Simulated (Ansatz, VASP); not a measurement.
# One calculation of HfC, two programs

```
CELL_PARAMETERS angstrom
0.00000 2.30366 2.30366
2.30366 0.00000 2.30366
2.30366 2.30366 0.00000
ATOMIC_POSITIONS crystal
Hf 0.50000 0.50000 0.50000
C 0.00000 0.00000 0.00000
```

Alike in both runs: functional PBEsol; k mesh 16 × 16 × 16; occupations fermi-dirac, width 0.05 eV; no spin polarisation.

Ansatz relaxed the structure, and its values are those at the end. VASP's run is a single point on that final structure, the one shown.

```csv
,VASP,Ansatz
version,VASP 6.6.1,Ansatz 0.2.0
potentials or method,"VASP PAW PBE potentials, release 64 (Hf_pv, C)","PAW with Ansatz's default frozen-core files, scalar-relativistic"
plane-wave cutoff (eV),520,420
valence electrons in the cell,14,30
```

```tsv
	VASP	Ansatz	Ansatz less VASP
pressure (GPa)	-0.4	0.0	+0.33
```

VASP's potentials were made for PBE, not for PBEsol. VASP's potentials hold 14 valence electrons a cell and Ansatz's 30, so a difference there can come from the potentials and not from the codes.

Neither program's run includes spin-orbit coupling.
